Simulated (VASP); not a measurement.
# InGaP2 (P-4m2) in VASP: settings compared

The runs below take InGaP2 through single point, relaxation of the atoms, with PBEsol, r2SCAN.

Program: VASP 6.6.1. These are calculated values, not measurements. Logs are shortened: lines on timing, memory, paths and dates and some standing lists are left out, and cuts for length are marked.

### Step 1. The cell of the first run

It takes space group P-4m2 (No. 115, tetragonal). Conventional cell: a = 3.997 Å, b = 3.997 Å, c = 5.653 Å, α = 90.00°, β = 90.00°, γ = 90.00°. Within 3.1 Å of Ga (site symmetry -4m2) lie 4 P at 2.38 Å. Within 3.1 Å of P (site symmetry 2mm) lie 2 Ga at 2.38 Å and 2 In at 2.52 Å. Within 3.3 Å of In (site symmetry -4m2) lie 4 P at 2.52 Å.

### Step 2. Single point, PBEsol

INCAR reads:

```
ALGO     = Normal         # electronic algorithm
EDIFF    = 1E-7           # SCF threshold, eV
ENCUT    = 520            # plane-wave cutoff, eV
GGA      = PS             # functional
ISIF     = 2              # what is computed and relaxed
ISMEAR   = 0              # smearing method
LASPH    = True           # aspherical terms in the spheres
LCHARG   = False          # write CHGCAR
LREAL    = False          # projectors in reciprocal space
LWAVE    = False          # write WAVECAR
NBANDS   = 26             # bands
NELM     = 100            # most SCF steps
PREC     = Accurate       # precision mode
SIGMA    = 0.01           # smearing width, eV
```

KPOINTS reads:

```
k-points
0
Gamma
  8 8 6
```

POSCAR reads:

```
InGaP2
1.0
    3.9972746340      0.0000000000      0.0000000000
    0.0000000000      3.9972746340      0.0000000000
    0.0000000000      0.0000000000      5.6530000000
Ga P In
1 2 1
Direct
    0.0000000000      0.0000000000      0.0000000000
    0.5000000000      0.0000000000      0.2287716601
    0.0000000000      0.5000000000      0.7712283399
    0.5000000000      0.5000000000      0.5000000000
```

Potentials or basis: VASP PAW PBE potentials, release 64 (Ga_d, P, In_d).

Launch:

```sh
> cat potpaw_PBE.64/Ga_d/POTCAR potpaw_PBE.64/P/POTCAR potpaw_PBE.64/In_d/POTCAR > POTCAR
> mpirun -np 1 vasp_std > vasp.out
```

OUTCAR:

```text
EDIFF = 1E-7
   ENCUT = 520
   GGA = PS
   ISIF = 2
   ISMEAR = 0
   LASPH = True
   LREAL = False
   NELM = 100
   PREC = Accurate

 ion  position               nearest neighbor table
   1  0.000  0.000  0.000-   2 2.38   3 2.38   3 2.38   2 2.38
   2  0.500  0.000  0.229-   1 2.38   1 2.38   4 2.52   4 2.52
   3  0.000  0.500  0.771-   1 2.38   1 2.38   4 2.52   4 2.52
   4  0.500  0.500  0.500-   2 2.52   3 2.52   2 2.52   3 2.52

  LATTYP: Found a simple tetragonal cell.
 ALAT       =     3.9972746340
 C/A-ratio  =     1.4142135624

  Lattice vectors:

 A1 = (   3.9972746340,   0.0000000000,   0.0000000000)
 A2 = (   0.0000000000,   3.9972746340,   0.0000000000)
 A3 = (   0.0000000000,   0.0000000000,   5.6530000000)

Analysis of symmetry for initial positions (statically):
=====================================================================
 Subroutine PRICEL returns:
 Original cell was already a primitive cell.

 Routine SETGRP: Setting up the symmetry group for a
 simple tetragonal supercell.

 Subroutine GETGRP returns: Found  8 space group operations
 (whereof  8 operations were pure point group operations)
 out of a pool of 16 trial point group operations.

The static configuration has the point symmetry D_2d.

Analysis of symmetry for dynamics (positions and initial velocities):
=====================================================================
 Subroutine PRICEL returns:
 Original cell was already a primitive cell.

 Routine SETGRP: Setting up the symmetry group for a
 simple tetragonal supercell.

 Subroutine GETGRP returns: Found  8 space group operations
 (whereof  8 operations were pure point group operations)
 out of a pool of 16 trial point group operations.

The dynamic configuration has the point symmetry D_2d.

 Subroutine INISYM returns: Found  8 space group operations
 (whereof  8 operations are pure point group operations),
 and found     1 'primitive' translations

----------------------------------------------------------------------------------------

                                     Primitive cell

  volume of cell :      90.3248

  direct lattice vectors                    reciprocal lattice vectors
     3.997274634  0.000000000  0.000000000     0.250170452  0.000000000  0.000000000
     0.000000000  3.997274634  0.000000000     0.000000000  0.250170452  0.000000000
     0.000000000  0.000000000  5.653000000     0.000000000  0.000000000  0.176897223

  length of vectors
     3.997274634  3.997274634  5.653000000     0.250170452  0.250170452  0.176897223

  position of ions in fractional coordinates (direct lattice)
     0.000000000  0.000000000  0.000000000
     0.500000000  0.000000000  0.228771660
     0.000000000  0.500000000  0.771228340
     0.500000000  0.500000000  0.500000000

  ion indices of the primitive-cell ions
   primitive index   ion index
                 1           1
                 2           2
                 3           3
                 4           4

----------------------------------------------------------------------------------------

 KPOINTS: k-points

Automatic generation of k-mesh.
 Grid dimensions read from file:
 generate k-points for:    8    8    6

 Generating k-lattice:

  Cartesian coordinates                     Fractional coordinates (reciprocal lattice)
     0.031271306  0.000000000  0.000000000     0.125000000  0.000000000  0.000000000
     0.000000000  0.031271306  0.000000000     0.000000000  0.125000000  0.000000000
     0.000000000  0.000000000  0.029482870     0.000000000  0.000000000  0.166666667

  Length of vectors
     0.031271306  0.031271306  0.029482870

  Shift w.r.t. Gamma in fractional coordinates (k-lattice)
     0.000000000  0.000000000  0.000000000

 Subroutine IBZKPT returns following result:
 ===========================================

 Found     60 irreducible k-points:

 Following reciprocal coordinates:
            Coordinates               Weight
  0.000000  0.000000  0.000000      1.000000
  0.125000  0.000000  0.000000      4.000000
  0.250000  0.000000  0.000000      4.000000
  0.375000  0.000000  0.000000      4.000000
  0.500000  0.000000  0.000000      2.000000
  0.125000  0.125000  0.000000      4.000000
[... 16 lines left out ...]
  0.375000  0.125000  0.166667     16.000000
  0.500000  0.125000  0.166667      8.000000
 [... further k-points ...]
   k-points           NKPTS =     60   k-points in BZ     NKDIM =     60   number of bands    NBANDS=     26
   number of dos      NEDOS =    301   number of ions     NIONS =      4
   total plane-waves  NPLWV =  37800
   dimension x,y,z NGX =    30 NGY =   30 NGZ =   42
   dimension x,y,z NGXF=    60 NGYF=   60 NGZF=   84
   ions per type =               1   2   1
   NGX,Y,Z   is equivalent  to a cutoff of  12.48, 12.48, 12.35 a.u.
   NGXF,Y,Z  is equivalent  to a cutoff of  24.95, 24.95, 24.70 a.u.
 SYSTEM =  unknown system
   PREC   = accura    normal or accurate (medium, high low for compatibility)
   ISTART =      0    job   : 0-new  1-cont  2-samecut
   ICHARG =      2    charge: 1-file 2-atom 10-const
   ISPIN  =      1    spin polarized calculation?
   LNONCOLLINEAR =      F non collinear calculations
   LSORBIT =      F    spin-orbit coupling
   LASPH  =      T    aspherical Exc in radial PAW
   ENCUT  =  520.0 eV  38.22 Ry    6.18 a.u.   7.43  7.43 10.51*2*pi/ulx,y,z
   NELM   =    100;   NELMIN=  2; NELMDL= -5     # of ELM steps
   EDIFF  = 0.1E-06   stopping-criterion for ELM
   LREAL  =      F    real-space projection
   EDIFFG = 0.1E-05   stopping-criterion for IOM
   NSW    =      0    number of steps for IOM
   IBRION =     -1    ionic relax: 0-MD 1-quasi-New 2-CG
   NFREE  =      0    steps in history (QN), initial steepest desc. (CG)
   ISIF   =      2    stress and relaxation
   ISYM   =      2    0-nonsym 1-usesym 2-fastsym
   POTIM  = 0.5000    time-step for ionic-motion
   TEBEG  =    0.0;   TEEND  =   0.0 temperature during run
   PSTRESS=    0.0 pullay stress
   NELECT =      36.0000    total number of electrons
   NUPDOWN=      -1.0000    fix difference up-down
   EMIN   =  10.00;   EMAX   =-10.00  energy-range for DOS
   EFERMI =   0.00;   METHOD = LEGACY
   ISMEAR =     0;   SIGMA  =   0.01  broadening in eV -4-tet -1-fermi 0-gaus
   EFERMI_NEDOS =   21; number of points for ismear=-14 and -15
   IALGO  =     38    algorithm
   IMIX   =      4    mixing-type and parameters
     AMIX     =   0.40;   BMIX     =  1.00
     AMIX_MAG =   1.60;   BMIX_MAG =  1.00
  volume/ion in A,a.u.               =      22.58       152.39
  Fermi-wavevector in a.u.,A,eV,Ry     =   1.204777  2.276698 19.748689  1.451488
  Thomas-Fermi vector in A             =   2.340492
   LORBIT       =      0    0 simple, 1 ext, 2 COOP (PROOUT), +10 PAW based schemes
   GGA     = PS    functional components
   LHFCALC =     F    Hartree Fock is set to
   AEXX    =    0.0000 exact exchange contribution
   IVDW    =     0    specifies the selected vdW correction
   LEPSILON=     F    determine dielectric tensor
   LRPA    =     F    only Hartree local field effects (RPA)
 non-spin polarized calculation
 Gauss-broadening in eV      SIGMA  =   0.01
  energy-cutoff  :      520.00
  volume of cell :       90.32
 maximum number of plane-waves:      2486
 NGX is ok and might be reduce to    30
   NGX = 15   NGY = 15   NGZ = 21

 number of electron      36.0000001 magnetization

 Free energy of the ion-electron system (eV)
  ---------------------------------------------------
  ext. energy  EPLUGINS =         0.00000000
  ---------------------------------------------------
  free energy    TOTEN  =       -18.98064594 eV

  energy without entropy =      -18.98064594  energy(sigma->0) =      -18.98064594

 E-fermi :   5.0383     XC(G=0):  -9.7564

 val. band max:        4.9632399154   @ k =   0.0000   0.0000   0.0000
 cond. band min:       5.8890594671   @ k =   0.0000   0.0000   0.0000
 fundamental gap:      0.9258195517
 Fermi energy:         5.0383221530

 k-point     1 :       0.0000    0.0000    0.0000
  band No.  band energies     occupation
      1      -9.7345      2.00000
      2      -9.6518      2.00000
      3      -9.6518      2.00000
      4      -9.6102      2.00000
      5      -9.5628      2.00000
      6      -9.3203      2.00000
[... 18 lines left out ...]
     25      13.2630      0.00000
     26      14.2434      0.00000

 k-point     2 :       0.1250    0.0000    0.0000
  band No.  band energies     occupation
      1      -9.7303      2.00000
      2      -9.6577      2.00000
      3      -9.6511      2.00000
      4      -9.6077      2.00000
      5      -9.5642      2.00000
      6      -9.3114      2.00000
[... 18 lines left out ...]
     25      13.5346      0.00000
     26      13.5658      0.00000

 k-point     3 :       0.2500    0.0000    0.0000
  band No.  band energies     occupation
      1      -9.7208      2.00000
      2      -9.6714      2.00000
      3      -9.6495      2.00000
      4      -9.6019      2.00000
      5      -9.5678      2.00000
      6      -9.2931      2.00000
[... 18 lines left out ...]
     25      12.5466      0.00000
     26      12.9063      0.00000

 k-point     4 :       0.3750    0.0000    0.0000
  band No.  band energies     occupation
      1      -9.7122      2.00000
      2      -9.6845      2.00000
      3      -9.6478      2.00000
      4      -9.5958      2.00000
      5      -9.5714      2.00000
      6      -9.2848      2.00000
[... 18 lines left out ...]
     25      11.6033      0.00000
     26      12.0619      0.00000
[... 496 lines left out ...]
      1      -9.7178      2.00000
      2      -9.6757      2.00000
      3      -9.6486      2.00000
      4      -9.6005      2.00000
      5      -9.5699      2.00000
      6      -9.2904      2.00000
[... 18 lines left out ...]
     25      10.8253      0.00000
     26      12.6289      0.00000

 k-point    23 :       0.3750    0.1250    0.1667
  band No.  band energies     occupation
      1      -9.7125      2.00000
      2      -9.6879      2.00000
      3      -9.6464      2.00000
      4      -9.5951      2.00000
      5      -9.5739      2.00000
      6      -9.2824      2.00000
[... 18 lines left out ...]
     25      11.0090      0.00000
     26      12.5882      0.00000

 k-point    24 :       0.5000    0.1250    0.1667
  band No.  band energies     occupation
      1      -9.7112      2.00000
      2      -9.6923      2.00000
      3      -9.6455      2.00000
      4      -9.5927      2.00000
      5      -9.5756      2.00000
      6      -9.2843      2.00000
[... 18 lines left out ...]
     25      11.3769      0.00000
     26      11.8450      0.00000

 [... further k-points ...]
[... 5 lines left out ...]
  --------------------------------------------------------------------------------------
  -------------------------------------------------------------------------------------
  Total        0.0090336      0.0090336      0.2801445      0.0000000      0.0000000      0.0000000
  in kB        0.1602372      0.1602372      4.9691909      0.0000000      0.0000000      0.0000000
  external PRESSURE =       1.7632218 kB  Pullay stress =       0.0000000 kB

 VOLUME and BASIS-vectors are now :
 -----------------------------------------------------------------------------
  energy-cutoff  :      520.00
  volume of cell :       90.32
      direct lattice vectors                 reciprocal lattice vectors
     3.997274634  0.000000000  0.000000000     0.250170452  0.000000000  0.000000000
     0.000000000  3.997274634  0.000000000     0.000000000  0.250170452  0.000000000
     0.000000000  0.000000000  5.653000000     0.000000000  0.000000000  0.176897223

 POSITION                                       TOTAL-FORCE (eV/Angst)
 -----------------------------------------------------------------------------------
      0.00000      0.00000      0.00000        -0.000000     -0.000000      0.000000
      1.99864      0.00000      1.29325         0.000000     -0.000000     -0.002544
      0.00000      1.99864      4.35975        -0.000000     -0.000000      0.002544
      1.99864      1.99864      2.82650        -0.000000      0.000000      0.000000
 -----------------------------------------------------------------------------------
    total drift:                                0.000000      0.000000      0.000000

  FREE ENERGIE OF THE ION-ELECTRON SYSTEM (eV)
  ---------------------------------------------------
  free  energy   TOTEN  =       -18.9806459439 eV

  energy  without entropy=      -18.9806459439  energy(sigma->0) =      -18.98064594
```

It took 66 s on 1 thread of AMD EPYC 9R45 (Zen 5), shared host; peak memory 0.25 GiB.

Results:

```yaml
Free_energy: -18.9806 eV
Pressure: 0.2 GPa
Band_gap_on_the_k_mesh: 0.93 eV, direct
```

Forces in eV/Å, atoms in the order of the input:
```
Ga   0.000  0.000  0.000
P    0.000  0.000 -0.003
P    0.000  0.000  0.003
In   0.000  0.000  0.000
```

Stress tensor (GPa, compression positive):
```
0.02 0.00 0.00
0.00 0.02 0.00
0.00 0.00 0.50
```

Caveat: the PAW data sets were made with another functional, which shifts forces and pressure a little; spin-orbit coupling is left out, which moves the levels of the heavy elements.

[end of part 1 of 2]
